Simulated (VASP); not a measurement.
Here is a VASP 6.6.1 calculation.

File INCAR:

```
  PREC = Accurate
  ENCUT = 520
  EDIFF = 1E-6
  ISMEAR = 0
  SIGMA = 0.1
  LREAL = F
  LASPH = T
  NELM = 100
  ALGO = Normal
  ISIF = 2
  LWAVE = F
  LCHARG = F
  GGA = PE
  NBANDS = 28
```

File KPOINTS:

```
regular mesh
0
Gamma
  3 3 6
```

POSCAR

```
GeP5
1.0
    5.9727197636      0.0000000000      0.0000000000
   -2.9863598818      5.1725270450      0.0000000000
    0.0000000000      0.0000000000      3.3414206915
Ge P
1 5
Direct
    0.0000000000      0.0000000000      0.0000000000
    0.5000000000      0.0000000000      0.0000000000
    0.0000000000      0.5000000000      0.0000000000
    0.5000000000      0.5000000000      0.0000000000
    0.3333333333      0.6666666667      0.5000000000
    0.6666666667      0.3333333333      0.5000000000
```

Potentials or basis: VASP PAW PBE potentials, release 64 (Ge_d, P).

Launch:

```sh
$ cat potpaw_PBE.64/Ge_d/POTCAR potpaw_PBE.64/P/POTCAR > POTCAR
$ mpirun -np 1 vasp_std > vasp.out
```

(1) Estimate the pressure.

(2) What does it give for the band gap on the k mesh?

Answers

(1) -0.2 GPa.

(2) zero (an odd number of electrons rules out a gap without spin polarisation).

Caveat: the k points lie up to 0.40 Å⁻¹ apart, too coarse for converged energies and pressures of a metal; an odd number of electrons without spin polarisation forces a metal; a magnetic or distorted state may lie lower.
